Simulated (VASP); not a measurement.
Wanted: the native input for a VASP 6.6.1 run.

* Task: single point
* Functional: PBE-based screened hybrid with 10 % exact exchange
* Potentials or basis: VASP PAW PBE potentials, release 64 (H)
* Cutoff: 520 eV
* k mesh: 6 × 6 × 6
* Occupations: fermi-dirac, width 0.05 eV
* Spin: no spin polarisation
* Dipole correction: no
* Grid for exact exchange (PRECFOCK): Normal
* Share of exact exchange: 0.1
* Further INCAR settings: ALGO = Normal; EDIFF = 1e-07; NBANDS = 8
* Screening parameter: 0.2 1/Å

Crystal: H.

```xyz
2
Lattice="-1.6915 1.6915 2.0585 1.6915 -1.6915 2.0585 1.6915 1.6915 -2.0585" Properties=species:S:1:pos:R:3 pbc="T T T"
H     0.0000    0.0000    0.3711
H     0.0000    0.0000    3.7459
```

These files were run (other wordings do the same):

POSCAR

```
H
1.0
   -1.6915344700      1.6915344700      2.0584739900
    1.6915344700     -1.6915344700      2.0584739900
    1.6915344700      1.6915344700     -2.0584739900
H
2
Direct
    0.0901377100      0.0901377100      0.0000000000
    0.9098622900      0.9098622900      0.0000000000
```

INCAR.step1

```
SYSTEM = H
PREC = Accurate
ENCUT = 520
EDIFF = 1E-5
ISMEAR = -1
SIGMA = 0.05
LREAL = .FALSE.
LASPH = .TRUE.
NELM = 100
ALGO = Normal
ISIF = 2
LWAVE = .TRUE.
LCHARG = .FALSE.
GGA = PE
NBANDS = 8
```

INCAR.step2

```
SYSTEM = H
PREC = Accurate
ENCUT = 520
EDIFF = 1E-7
ISMEAR = -1
SIGMA = 0.05
LREAL = .FALSE.
LASPH = .TRUE.
NELM = 100
ALGO = Normal
ISIF = 2
LWAVE = .FALSE.
LCHARG = .FALSE.
GGA = PE
LHFCALC = .TRUE.
AEXX = 0.1
HFSCREEN = 0.2
PRECFOCK = Normal
ISTART = 1
NBANDS = 8
```

KPOINTS

```
Automatic mesh
0
G
  6 6 6
  0 0 0
```

Potentials or basis: VASP PAW PBE potentials, release 64 (H).

Run with:

```bash
$ cat potpaw_PBE.64/H/POTCAR > POTCAR
$ cp INCAR.step1 INCAR
$ mpirun -np 1 vasp_std > vasp.out
$ cp INCAR.step2 INCAR
$ mpirun -np 1 vasp_std > vasp.out
```

It gave:

The pressure is 0.5 GPa, the largest force is 0.190 eV/Å and the band gap on the k mesh is 9.56 eV (least direct gap 10.39 eV).

Caveat: this functional lacks dispersion, which holds the molecules together, so the pressure and a relaxed volume are unreliable; the PAW data sets were made with another functional, which shifts forces and pressure a little.

It took 3.7 min on 1 thread of Intel Xeon 8259CL, on a shared host, peak memory 0.23 GiB.
